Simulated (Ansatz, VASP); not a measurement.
## Al2BAs3 in VASP and in Ansatz

```
CELL_PARAMETERS angstrom
3.17473 1.83293 3.02284
-3.17473 1.83293 3.02284
0.00000 -3.66586 3.02284
ATOMIC_POSITIONS crystal
Al 0.86260 0.86260 0.86260
Al 0.13740 0.13740 0.13740
B 0.50000 0.50000 0.50000
As 0.50000 0.00000 0.50000
As 0.50000 0.50000 0.00000
As 0.00000 0.50000 0.50000
```

Change from the starting cell: species swapped into the Ce2Fe3Rh type (R-3m, No. 166).

Alike in both runs: functional PBE; k mesh 12 × 12 × 12; occupations gaussian, width 0.1 eV; no spin polarisation.

Ansatz relaxed the structure, and its values are those at the end. VASP's run is a single point on that final structure, the one shown.

```csv
,VASP,Ansatz
version,VASP 6.6.1,Ansatz 0.2.0
potentials or method,"VASP PAW PBE potentials, release 64 (Al, B, As), cutoff 520 eV","scalar-relativistic, plane waves, PAW"
valence electrons in the cell,24,54
```

Ansatz gave:

| Property | Result |
| --- | --- |
| gap on the k mesh at the Fermi level (eV) | none |
| pressure (GPa) | 0.0 |
| rms of the force components (eV/Å) | 0.003 |

Task: What did VASP give for the same quantities?

Result: gap on the k mesh at the Fermi level (eV): none; pressure (GPa): 0.1; rms of the force components (eV/Å): 0.010.

A gap of «none» marks a metal or a gap that the smearing closes. VASP's potentials hold 24 valence electrons a cell and Ansatz's 54, so a difference there can come from the potentials and not from the codes.
